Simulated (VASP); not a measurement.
A run of VASP 6.6.1 is set up as follows.

The input INCAR:

```
SYSTEM = SiB6
PREC = Accurate
ENCUT = 500
EDIFF = 1E-6
ISMEAR = 0
SIGMA = 0.1
LREAL = .FALSE.
LASPH = .TRUE.
NELM = 120
ALGO = Normal
ISIF = 2
LWAVE = .FALSE.
LCHARG = .FALSE.
GGA = PE
NBANDS = 20
GGA_COMPAT = .FALSE.
```

KPOINTS

```
Automatic mesh
0
G
  4 4 4
  0 0 0
```

File POSCAR:

```
SiB6
1.0
    4.1339657438      0.0000000000      0.0000000000
    0.0000000000      4.1339657438      0.0000000000
    0.0000000000      0.0000000000      4.1339657438
Si B
1 6
Direct
    0.0000000000      0.0000000000      0.0000000000
    0.2004363417      0.5000000000      0.5000000000
    0.5000000000      0.2004363417      0.5000000000
    0.7995636583      0.5000000000      0.5000000000
    0.5000000000      0.7995636583      0.5000000000
    0.5000000000      0.5000000000      0.2004363417
    0.5000000000      0.5000000000      0.7995636583
```

Potentials or basis: VASP PAW PBE potentials, release 64 (Si, B).

Launch:

```console
$ cat potpaw_PBE.64/Si/POTCAR potpaw_PBE.64/B/POTCAR > POTCAR
$ mpirun -np 1 vasp_std > vasp.out
```

**Question.** Estimate the largest force.

**Answer.** 0.030 eV/Å.

**Question.** Estimate the band gap on the k mesh.

**Answer.** 0.06 eV, indirect (least direct gap 0.69 eV).

Forces on the atoms (eV/Å):
```
Si   0.000  0.000  0.000
B   -0.030  0.000  0.000
B    0.000 -0.030  0.000
B    0.030  0.000  0.000
B    0.000  0.030  0.000
B    0.000  0.000 -0.030
B    0.000  0.000  0.030
```

A k mesh can miss the band edges.
